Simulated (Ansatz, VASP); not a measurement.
## Al2Cu3: VASP beside Ansatz

```
Al Cu
1.0
     2.14277    1.23713    4.37391
    -2.14277    1.23713    4.37391
     0.00000   -2.47426    4.37391
Al Cu
2 3
Cartesian
  0.0000 0.0000 11.8096
  0.0000 0.0000 1.3122
  0.0000 0.0000 3.9365
  0.0000 0.0000 9.1852
  0.0000 0.0000 6.5609
```

Alike in both runs: task relaxation of cell and atoms; functional PBE; k mesh 6 × 6 × 6; occupations gaussian, width 0.1 eV; no spin polarisation.

```csv
,VASP,Ansatz
version,VASP 6.6.1,Ansatz 0.2.0
potentials or method,"VASP PAW PBE potentials, release 64 (Al, Cu), cutoff 600 eV","scalar-relativistic, plane waves, PAW"
valence electrons in the cell,39,63
```

Ansatz gave:

```
gap on the k mesh at the Fermi level, each at its own relaxed structure (eV)  : none
relaxed volume (Å³/atom)                                                      : 13.02
relaxed length of the cell vector where the two differ most in proportion (Å) : 4.953
```

Problem. Estimate VASP's values.

Solution. gap on the k mesh at the Fermi level, each at its own relaxed structure (eV): none; relaxed volume (Å³/atom): 13.06; relaxed length of the cell vector where the two differ most in proportion (Å): 4.958.

A gap of «none» marks a metal or a gap that the smearing closes. VASP's potentials hold 39 valence electrons a cell and Ansatz's 63, so a difference there can come from the potentials and not from the codes.
